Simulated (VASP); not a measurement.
## Lu: single point with LDA

The system is Lu.

```
Lu
1.0
     3.38218    0.00000    0.00000
    -1.69109    2.92905    0.00000
     0.00000    0.00000    5.25328
Lu
2
Cartesian
  0.0000 1.9527 1.3133
  1.6911 0.9764 3.9400
```

```
Program                : VASP 6.6.1
Task                   : single point
Functional             : LDA
Potentials or basis    : VASP PAW PBE potentials, release 64 (Lu)
Cutoff                 : 520 eV
k mesh                 : 16 × 16 × 10
Occupations            : fermi-dirac, width 0.08 eV
Spin                   : no spin polarisation
Dipole correction      : no
Further INCAR settings : ALGO = Normal; EDIFF = 1e-07; NBANDS = 32
```

* Pressure: 0.2 GPa
* Band gap on the k mesh: zero (bands 25 and 26 overlap by 1.89 eV)

Levels at points of the mesh, in eV from the Fermi level:
| k point | band 23 | band 24 | band 25 | band 26 | band 27 | band 28 |
| --- | --- | --- | --- | --- | --- | --- |
| (0.00, 0.00, 0.00) | -4.71 | -2.59 | 1.25 | 2.17 | 2.17 | 2.71 |
| (0.50, 0.00, 0.00) | -2.40 | -1.61 | -1.04 | -0.15 | 1.77 | 1.84 |
| (0.00, 0.00, 0.50) | -4.38 | -4.38 | 1.26 | 1.26 | 2.05 | 2.05 |
| (0.50, 0.00, 0.50) | -2.30 | -2.30 | 0.12 | 0.12 | 1.72 | 1.72 |

It took 3 min on 1 thread of AMD EPYC 9R45 96-Core Processor (Zen 5), on a shared host, peak memory 0.31 GiB.

Caveat: the PAW data sets were made with another functional, which shifts forces and pressure a little; spin-orbit coupling is left out, which moves the levels of the heavy elements.
